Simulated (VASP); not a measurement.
# LaRe in VASP: further runs

Runs on LaRe. Level: PBE. Tasks: single point.

Program: VASP 6.6.1. These are calculated values, not measurements. Logs are shortened: lines on timing, memory, paths and dates and some standing lists are left out, and cuts for length are marked.

## (1) The cell of the first run

It takes space group P4/mmm (No. 123, tetragonal). Conventional cell: a = 3.584 Å, b = 3.584 Å, c = 3.512 Å, α = 90.00°, β = 90.00°, γ = 90.00°. Within 4.1 Å of La (site symmetry 4/mmm) lie 8 Re at 3.08 Å and 6 La at 3.51 to 3.58 Å. Re (site symmetry 4/mmm) has 8 La at 3.08 Å and 6 Re at 3.51 to 3.58 Å within 4.1 Å.

## (2) Single point, PBE

INCAR reads:

```
ALGO = Normal ; EDIFF = 1E-6
ENCUT = 520 ; GGA = PE
ISIF = 2 ; ISMEAR = 0
LASPH = True ; LCHARG = True
LELF = True ; LREAL = False
LVHAR = True ; LWAVE = False
NBANDS = 16 ; NELM = 60
PREC = Accurate ; SIGMA = 0.05
```

KPOINTS reads:

```
k-points
0
Gamma
  10 10 10
```

POSCAR reads:

```
LaRe
1.0
    3.5835543759      0.0000000000      0.0000000000
    0.0000000000      3.5835543759      0.0000000000
    0.0000000000      0.0000000000      3.5118832884
La Re
1 1
Direct
    0.0000000000      0.0000000000      0.0000000000
    0.5000000000      0.5000000000      0.5000000000
```

Potentials or basis: VASP PAW PBE potentials, release 64 (La, Re).

Launch:

```
$ cat potpaw_PBE.64/La/POTCAR potpaw_PBE.64/Re/POTCAR > POTCAR
$ mpirun -np 1 vasp_std > vasp.out
```

OUTCAR:

```text
EDIFF = 1E-6
   ENCUT = 520
   GGA = PE
   ISIF = 2
   ISMEAR = 0
   LASPH = True
   LREAL = False
   NELM = 60
   PREC = Accurate

 ion  position               nearest neighbor table
   1  0.000  0.000  0.000-   2 3.08   2 3.08   2 3.08   2 3.08   2 3.08   2 3.08   2 3.08   2 3.08

   2  0.500  0.500  0.500-   1 3.08   1 3.08   1 3.08   1 3.08   1 3.08   1 3.08   1 3.08   1 3.08

  LATTYP: Found a simple tetragonal cell.
 ALAT       =     3.5835543759
 C/A-ratio  =     0.9800000000

  Lattice vectors:

 A1 = (   3.5835543759,   0.0000000000,   0.0000000000)
 A2 = (   0.0000000000,   3.5835543759,   0.0000000000)
 A3 = (   0.0000000000,   0.0000000000,   3.5118832884)

Analysis of symmetry for initial positions (statically):
=====================================================================
 Subroutine PRICEL returns:
 Original cell was already a primitive cell.

 Routine SETGRP: Setting up the symmetry group for a
 simple tetragonal supercell.

 Subroutine GETGRP returns: Found 16 space group operations
 (whereof 16 operations were pure point group operations)
 out of a pool of 16 trial point group operations.

The static configuration has the point symmetry D_4h.

Analysis of symmetry for dynamics (positions and initial velocities):
=====================================================================
 Subroutine PRICEL returns:
 Original cell was already a primitive cell.

 Routine SETGRP: Setting up the symmetry group for a
 simple tetragonal supercell.

 Subroutine GETGRP returns: Found 16 space group operations
 (whereof 16 operations were pure point group operations)
 out of a pool of 16 trial point group operations.

The dynamic configuration has the point symmetry D_4h.

 Subroutine INISYM returns: Found 16 space group operations
 (whereof 16 operations are pure point group operations),
 and found     1 'primitive' translations

----------------------------------------------------------------------------------------

                                     Primitive cell

  volume of cell :      45.0991

  direct lattice vectors                    reciprocal lattice vectors
     3.583554376  0.000000000  0.000000000     0.279052554  0.000000000  0.000000000
     0.000000000  3.583554376  0.000000000     0.000000000  0.279052554  0.000000000
     0.000000000  0.000000000  3.511883288     0.000000000  0.000000000  0.284747504

  length of vectors
     3.583554376  3.583554376  3.511883288     0.279052554  0.279052554  0.284747504

  position of ions in fractional coordinates (direct lattice)
     0.000000000  0.000000000  0.000000000
     0.500000000  0.500000000  0.500000000

  ion indices of the primitive-cell ions
   primitive index   ion index
                 1           1
                 2           2

----------------------------------------------------------------------------------------

 KPOINTS: k-points

Automatic generation of k-mesh.
 Grid dimensions read from file:
 generate k-points for:   10   10   10

 Generating k-lattice:

  Cartesian coordinates                     Fractional coordinates (reciprocal lattice)
     0.027905255  0.000000000  0.000000000     0.100000000  0.000000000  0.000000000
     0.000000000  0.027905255  0.000000000     0.000000000  0.100000000  0.000000000
     0.000000000  0.000000000  0.028474750     0.000000000  0.000000000  0.100000000

  Length of vectors
     0.027905255  0.027905255  0.028474750

  Shift w.r.t. Gamma in fractional coordinates (k-lattice)
     0.000000000  0.000000000  0.000000000

 Subroutine IBZKPT returns following result:
 ===========================================

 Found    126 irreducible k-points:

 Following reciprocal coordinates:
            Coordinates               Weight
  0.000000  0.000000  0.000000      1.000000
  0.100000  0.000000  0.000000      4.000000
  0.200000  0.000000  0.000000      4.000000
  0.300000  0.000000  0.000000      4.000000
  0.400000  0.000000  0.000000      4.000000
  0.500000  0.000000  0.000000      2.000000
[... 16 lines left out ...]
  0.100000  0.000000  0.100000      8.000000
  0.200000  0.000000  0.100000      8.000000
 [... further k-points ...]
   k-points           NKPTS =    126   k-points in BZ     NKDIM =    126   number of bands    NBANDS=     16
   number of dos      NEDOS =    301   number of ions     NIONS =      2
   total plane-waves  NPLWV =  21952
   dimension x,y,z NGX =    28 NGY =   28 NGZ =   28
   dimension x,y,z NGXF=    56 NGYF=   56 NGZF=   56
   ions per type =               1   1
   NGX,Y,Z   is equivalent  to a cutoff of  12.99, 12.99, 13.25 a.u.
   NGXF,Y,Z  is equivalent  to a cutoff of  25.98, 25.98, 26.51 a.u.
 SYSTEM =  unknown system
   PREC   = accura    normal or accurate (medium, high low for compatibility)
   ISTART =      0    job   : 0-new  1-cont  2-samecut
   ICHARG =      2    charge: 1-file 2-atom 10-const
   ISPIN  =      1    spin polarized calculation?
   LNONCOLLINEAR =      F non collinear calculations
   LSORBIT =      F    spin-orbit coupling
   LASPH  =      T    aspherical Exc in radial PAW
   ENCUT  =  520.0 eV  38.22 Ry    6.18 a.u.   6.66  6.66  6.53*2*pi/ulx,y,z
   NELM   =     60;   NELMIN=  2; NELMDL= -5     # of ELM steps
   EDIFF  = 0.1E-05   stopping-criterion for ELM
   LREAL  =      F    real-space projection
   EDIFFG = 0.1E-04   stopping-criterion for IOM
   NSW    =      0    number of steps for IOM
   IBRION =     -1    ionic relax: 0-MD 1-quasi-New 2-CG
   NFREE  =      0    steps in history (QN), initial steepest desc. (CG)
   ISIF   =      2    stress and relaxation
   ISYM   =      2    0-nonsym 1-usesym 2-fastsym
   POTIM  = 0.5000    time-step for ionic-motion
   TEBEG  =    0.0;   TEEND  =   0.0 temperature during run
   PSTRESS=    0.0 pullay stress
   NELECT =      18.0000    total number of electrons
   NUPDOWN=      -1.0000    fix difference up-down
   EMIN   =  10.00;   EMAX   =-10.00  energy-range for DOS
   EFERMI =   0.00;   METHOD = LEGACY
   ISMEAR =     0;   SIGMA  =   0.05  broadening in eV -4-tet -1-fermi 0-gaus
   EFERMI_NEDOS =   21; number of points for ismear=-14 and -15
   IALGO  =     38    algorithm
   IMIX   =      4    mixing-type and parameters
     AMIX     =   0.40;   BMIX     =  1.00
     AMIX_MAG =   1.60;   BMIX_MAG =  1.00
  volume/ion in A,a.u.               =      22.55       152.17
  Fermi-wavevector in a.u.,A,eV,Ry     =   1.205340  2.277763 19.767156  1.452845
  Thomas-Fermi vector in A             =   2.341039
   LORBIT       =      0    0 simple, 1 ext, 2 COOP (PROOUT), +10 PAW based schemes
   GGA     = PE    functional components
   LHFCALC =     F    Hartree Fock is set to
   AEXX    =    0.0000 exact exchange contribution
   IVDW    =     0    specifies the selected vdW correction
   LEPSILON=     F    determine dielectric tensor
   LRPA    =     F    only Hartree local field effects (RPA)
 non-spin polarized calculation
 Gauss-broadening in eV      SIGMA  =   0.05
  energy-cutoff  :      520.00
  volume of cell :       45.10
 maximum number of plane-waves:      1234
 NGX is ok and might be reduce to    28
   NGX = 13   NGY = 13   NGZ = 13

 number of electron      18.0000000 magnetization

 Free energy of the ion-electron system (eV)
  ---------------------------------------------------
  ext. energy  EPLUGINS =         0.00000000
  ---------------------------------------------------
  free energy    TOTEN  =       -15.66643341 eV

  energy without entropy =      -15.66180828  energy(sigma->0) =      -15.66412084

 E-fermi :   8.4558     XC(G=0): -11.5666

 val. band max:        8.4527594689   @ k =   0.5000   0.0000   0.0000
 cond. band min:       8.4586345911   @ k =   0.5000   0.3000   0.2000
 fundamental gap:      0.0058751222
 Fermi energy:         8.4558341286

 k-point     1 :       0.0000    0.0000    0.0000
  band No.  band energies     occupation
      1     -22.8247      2.00000
      2      -6.1839      2.00000
      3      -6.1839      2.00000
      4      -6.0990      2.00000
      5       3.4821      2.00000
      6       5.1798      2.00000
[... 8 lines left out ...]
     15      12.1211      0.00000
     16      12.1695      0.00000

 k-point     2 :       0.1000    0.0000    0.0000
  band No.  band energies     occupation
      1     -22.8116      2.00000
      2      -6.3417      2.00000
      3      -6.1794      2.00000
      4      -6.0941      2.00000
      5       3.7291      2.00000
      6       5.2908      2.00000
[... 8 lines left out ...]
     15      12.1133      0.00000
     16      12.1636      0.00000

 k-point     3 :       0.2000    0.0000    0.0000
  band No.  band energies     occupation
      1     -22.7769      2.00000
      2      -6.7264      2.00000
      3      -6.1678      2.00000
      4      -6.0814      2.00000
      5       4.3863      2.00000
      6       5.5214      2.00000
[... 8 lines left out ...]
     15      12.2197      0.00000
     16      12.2746      0.00000

 k-point     4 :       0.3000    0.0000    0.0000
  band No.  band energies     occupation
      1     -22.7335      2.00000
      2      -7.1571      2.00000
      3      -6.1535      2.00000
      4      -6.0656      2.00000
      5       5.2974      2.00000
      6       5.8678      2.00000
[... 8 lines left out ...]
     15      12.3755      0.00000
     16      12.4219      0.00000
[... 324 lines left out ...]
 k-point    22 :       0.0000    0.0000    0.1000
  band No.  band energies     occupation
      1     -22.8091      2.00000
      2      -6.2782      2.00000
      3      -6.1768      2.00000
      4      -6.1768      2.00000
      5       3.7319      2.00000
      6       5.2626      2.00000
[... 8 lines left out ...]
     15      12.1247      0.00000
     16      12.1248      0.00000

 k-point    23 :       0.1000    0.0000    0.1000
  band No.  band energies     occupation
      1     -22.7963      2.00000
      2      -6.3450      2.00000
      3      -6.2543      2.00000
      4      -6.1711      2.00000
      5       3.9604      2.00000
      6       5.4119      2.00000
[... 8 lines left out ...]
     15      12.1358      0.00000
     16      12.1592      0.00000

 k-point    24 :       0.2000    0.0000    0.1000
  band No.  band energies     occupation
      1     -22.7624      2.00000
      2      -6.7113      2.00000
      3      -6.2396      2.00000
      4      -6.1564      2.00000
      5       4.5622      2.00000
      6       5.6613      2.00000
[... 8 lines left out ...]
     15      12.2118      0.00000
     16      12.2538      0.00000

 [... further k-points ...]

------------------------ aborting loop because EDIFF is reached ----------------------------------------

  FORCE on cell =-STRESS in cart. coord.  units (eV):
  Direction    XX          YY          ZZ          XY          YZ          ZX
  --------------------------------------------------------------------------------------
  -------------------------------------------------------------------------------------
  Total        0.4889378      0.4889378      0.7135977      0.0000000     -0.0000000      0.0000000
  in kB       17.3698524     17.3698524     25.3510501      0.0000000     -0.0000000      0.0000000
  external PRESSURE =      20.0302516 kB  Pullay stress =       0.0000000 kB

 VOLUME and BASIS-vectors are now :
 -----------------------------------------------------------------------------
  energy-cutoff  :      520.00
  volume of cell :       45.10
      direct lattice vectors                 reciprocal lattice vectors
     3.583554376  0.000000000  0.000000000     0.279052554  0.000000000  0.000000000
     0.000000000  3.583554376  0.000000000     0.000000000  0.279052554  0.000000000
     0.000000000  0.000000000  3.511883288     0.000000000  0.000000000  0.284747504

 POSITION                                       TOTAL-FORCE (eV/Angst)
 -----------------------------------------------------------------------------------
      0.00000      0.00000      0.00000         0.000000      0.000000      0.000000
      1.79178      1.79178      1.75594         0.000000      0.000000      0.000000
 -----------------------------------------------------------------------------------
    total drift:                                0.000000      0.000000      0.000000

  FREE ENERGIE OF THE ION-ELECTRON SYSTEM (eV)
  ---------------------------------------------------
  free  energy   TOTEN  =       -15.6664334058 eV

  energy  without entropy=      -15.6618082833  energy(sigma->0) =      -15.66412084
```

Run time: 58 s. Hardware: 1 thread of Intel Xeon 6975P-C (Granite Rapids), shared host; peak memory 0.26 GiB.

Results:

| Item | Value |
| --- | --- |
| Free energy | -15.6664 eV |
| Pressure | 2.0 GPa |
| Band gap on the k mesh | zero (bands 9 and 10 overlap by 2.01 eV) |

Stress tensor (GPa, compression positive):
```
1.74 0.00 0.00
0.00 1.74 0.00
0.00 0.00 2.54
```

Levels at points of the mesh, in eV from the Fermi level:
| k point | band 6 | band 7 | band 8 | band 9 | band 10 | band 11 | band 12 | band 13 |
| --- | --- | --- | --- | --- | --- | --- | --- | --- |
| (0.00, 0.00, 0.00) | -3.28 | -3.23 | -0.17 | -0.02 | -0.02 | 3.56 | 3.56 | 3.61 |
| (0.50, 0.00, 0.00) | -1.56 | -1.08 | -0.05 | 0.00 | 0.22 | 0.59 | 1.38 | 2.63 |
| (0.50, 0.50, 0.00) | -2.35 | -1.41 | -1.41 | 1.33 | 1.50 | 2.61 | 2.61 | 3.65 |
| (0.00, 0.00, 0.50) | -1.49 | -1.03 | -0.11 | -0.11 | 0.12 | 0.68 | 1.63 | 2.57 |
| (0.50, 0.00, 0.50) | -2.42 | -1.60 | -1.60 | 1.45 | 1.71 | 2.61 | 2.62 | 3.62 |
| (0.50, 0.50, 0.50) | -0.98 | -0.87 | -0.06 | -0.06 | 0.02 | 1.36 | 1.59 | 1.78 |

Caveat: spin-orbit coupling is left out, which moves the levels of the heavy elements.

## (3) Single point, PBE (atom 1 (La) moved 0.08 Å along z)

INCAR reads:

```
SYSTEM = LaRe
  PREC = Accurate
  ENCUT = 520
  EDIFF = 1E-7
  ISMEAR = 0
  SIGMA = 0.05
  LREAL = .FALSE.
  LASPH = .TRUE.
  NELM = 80
  ALGO = Normal
  ISIF = 2
  LWAVE = .FALSE.
  LCHARG = .TRUE.
  GGA = PE
  LELF = .TRUE.
  LVHAR = .TRUE.
  NBANDS = 16
```

KPOINTS reads:

```
Automatic mesh
0
G
  10 10 10
  0 0 0
```

POSCAR reads:

```
LaRe
1.0
    3.5835543759      0.0000000000      0.0000000000
    0.0000000000      3.5835543759      0.0000000000
    0.0000000000      0.0000000000      3.5835543759
La Re
1 1
Direct
    0.0000000000      0.0000000000      0.0223242043
    0.5000000000      0.5000000000      0.5000000000
```

Potentials or basis: VASP PAW PBE potentials, release 64 (La, Re).

Launch:

```
$ cat potpaw_PBE.64/La/POTCAR potpaw_PBE.64/Re/POTCAR > POTCAR
$ mpirun -np 1 vasp_std > vasp.out
```

It took 63 s on 1 thread of Intel Xeon 6975P-C (Granite Rapids), shared host; peak memory 0.26 GiB.

Results (log left out):

```yaml
Free_energy: -15.6628 eV
Pressure: 0.1 GPa
Largest_force: 0.282 eV/Å
Band_gap_on_the_k_mesh: zero (bands 9 and 10 overlap by 1.94 eV)
```

Forces on the atoms (eV/Å):
```
La   0.000  0.000 -0.282
Re   0.000  0.000  0.282
```

Stress tensor (GPa, compression positive):
```
 0.11  0.00  0.00
 0.00  0.11  0.00
 0.00  0.00 -0.06
```

Levels at points of the mesh, in eV from the Fermi level:
```tsv
k point	band 6	band 7	band 8	band 9	band 10	band 11	band 12	band 13
(0.00, 0.00, 0.00)	-3.16	-3.13	-0.08	-0.05	-0.05	3.48	3.50	3.55
(0.50, 0.00, 0.00)	-1.59	-1.08	-0.17	-0.06	0.18	0.80	1.42	2.71
(0.00, 0.00, 0.50)	-1.60	-1.07	-0.06	-0.06	0.18	0.70	1.43	2.70
(0.50, 0.50, 0.00)	-2.33	-1.46	-1.46	1.42	1.53	2.57	2.57	3.61
(0.00, 0.50, 0.50)	-2.35	-1.48	-1.48	1.43	1.52	2.56	2.58	3.59
(0.50, 0.50, 0.50)	-0.91	-0.90	-0.06	-0.04	-0.04	1.40	1.61	1.61
```

Caveat: the cell differs from its parent crystal (atom 1 (La) moved 0.08 Å along z); spin-orbit coupling is left out, which moves the levels of the heavy elements.

## (4) Single point, PBE

This run uses another cell than the first one, of 23.24 Å³/atom.

INCAR reads:

```
ALGO     = Normal         # electronic algorithm
EDIFF    = 1E-7           # SCF threshold, eV
ENCUT    = 520            # plane-wave cutoff, eV
GGA      = PE             # functional
ISIF     = 2              # what is computed and relaxed
ISMEAR   = 0              # smearing method
LASPH    = True           # aspherical terms in the spheres
LCHARG   = False          # write CHGCAR
LREAL    = False          # projectors in reciprocal space
LWAVE    = False          # write WAVECAR
NBANDS   = 16             # bands
NELM     = 80             # most SCF steps
PREC     = Accurate       # precision mode
SIGMA    = 0.05           # smearing width, eV
```

KPOINTS reads:

```
k-points
0
Gamma
  10 10 10
```

POSCAR reads:

```
LaRe
1.0
    3.5835543759      0.0000000000      0.0000000000
    0.0000000000      3.6193899197      0.0000000000
    0.0000000000      0.0000000000      3.5835543759
La Re
1 1
Direct
    0.0000000000      0.0000000000      0.0000000000
    0.5000000000      0.5000000000      0.5000000000
```

Launch:

```
$ cat potpaw_PBE.64/La/POTCAR potpaw_PBE.64/Re/POTCAR > POTCAR
$ mpirun -np 1 vasp_std > vasp.out
```

Run time: 62 s. Hardware: 1 thread of Intel Xeon 6975P-C (Granite Rapids), shared host; peak memory 0.27 GiB.

It converged, with:

```
Free energy            : -15.6722 eV
Pressure               : -0.9 GPa
Band gap on the k mesh : zero (bands 9 and 10 overlap by 2.03 eV)
```

Stress tensor (GPa, compression positive):
```
-0.83  0.00  0.00
 0.00 -1.15  0.00
 0.00  0.00 -0.83
```

Levels at points of the mesh, in eV from the Fermi level:
```tsv
k point	band 5	band 6	band 7	band 8	band 9	band 10	band 11	band 12	band 13	band 14
(0.00, 0.00, 0.00)	-4.95	-3.10	-3.08	-0.06	-0.06	0.01	3.50	3.52	3.52	3.58
(0.50, 0.00, 0.00)	-1.90	-1.60	-1.08	-0.07	-0.05	0.20	0.71	1.46	2.58	2.72
(0.00, 0.50, 0.00)	-1.91	-1.65	-1.10	-0.02	-0.02	0.24	0.66	1.34	2.75	2.75
(0.50, 0.50, 0.00)	-4.06	-2.31	-1.42	-1.41	1.37	1.53	2.55	2.55	3.57	3.57
(0.50, 0.00, 0.50)	-4.05	-2.34	-1.50	-1.50	1.50	1.55	2.55	2.55	3.55	3.58
(0.50, 0.50, 0.50)	-0.91	-0.86	-0.86	-0.10	-0.07	-0.07	1.35	1.60	1.63	3.66
```

Caveat: spin-orbit coupling is left out, which moves the levels of the heavy elements.

## (5) Single point, PBE (atoms moved at random and the cell strained at random)

INCAR: that of step 4 with these lines changed.

```diff
@@ -1,3 +1,3 @@
-ALGO     = Normal         # electronic algorithm
-EDIFF    = 1E-7           # SCF threshold, eV
+ALGO     = Fast           # electronic algorithm
+EDIFF    = 1E-6           # SCF threshold, eV
 ENCUT    = 520            # plane-wave cutoff, eV
```

KPOINTS is that of step 4.

POSCAR reads:

```
LaRe
1.0
    3.5373252036      0.0006445242     -0.0103533618
    0.0006445242      3.5678648070      0.0151056149
   -0.0103533618      0.0151056149      3.5738020296
La Re
1 1
Direct
   -0.0060738163     -0.0050710481      0.0015199800
    0.5060738163      0.5050710481      0.4984800200
```

Launch:

```
$ cat potpaw_PBE.64/La/POTCAR potpaw_PBE.64/Re/POTCAR > POTCAR
$ mpirun -np 1 vasp_std > vasp.out
```

Wall time 6.4 min (1 thread of Intel Xeon 6975P-C (Granite Rapids), shared host); peak memory 0.57 GiB.

It converged, with:

- Free energy: -15.6620 eV
- Pressure: 2.0 GPa
- Largest force: 0.205 eV/Å
- Band gap on the k mesh: zero (bands 9 and 10 overlap by 2.04 eV)

Forces on the atoms (eV/Å):
```
La   0.152  0.132 -0.039
Re  -0.152 -0.132  0.039
```

Stress tensor (GPa, compression positive):
```
 2.26 -0.01 -0.04
-0.01  1.93  0.12
-0.04  0.12  1.92
```

Levels at points of the mesh, in eV from the Fermi level:
| k point | band 7 | band 8 | band 9 | band 10 | band 11 | band 12 |
| --- | --- | --- | --- | --- | --- | --- |
| (0.00, 0.00, 0.00) | -3.24 | -0.14 | -0.09 | -0.01 | 3.56 | 3.57 |
| (0.50, 0.00, 0.00) | -1.05 | -0.14 | -0.06 | 0.14 | 0.69 | 1.53 |
| (0.00, 0.50, 0.00) | -1.07 | -0.08 | -0.07 | 0.18 | 0.67 | 1.43 |
| (0.50, 0.50, 0.00) | -1.58 | -1.58 | 1.48 | 1.61 | 2.61 | 2.62 |
| (0.00, 0.00, 0.50) | -1.08 | -0.12 | -0.04 | 0.19 | 0.68 | 1.40 |
| (0.50, 0.00, 0.50) | -1.57 | -1.55 | 1.46 | 1.61 | 2.60 | 2.63 |
| (0.00, 0.50, 0.50) | -1.49 | -1.46 | 1.40 | 1.53 | 2.59 | 2.63 |
| (0.50, 0.50, 0.50) | -0.90 | -0.07 | -0.01 | 0.00 | 1.41 | 1.68 |

Caveat: the cell differs from its parent crystal (atoms moved at random and the cell strained at random); spin-orbit coupling is left out, which moves the levels of the heavy elements.

(Part 1 of 2 ends here.)
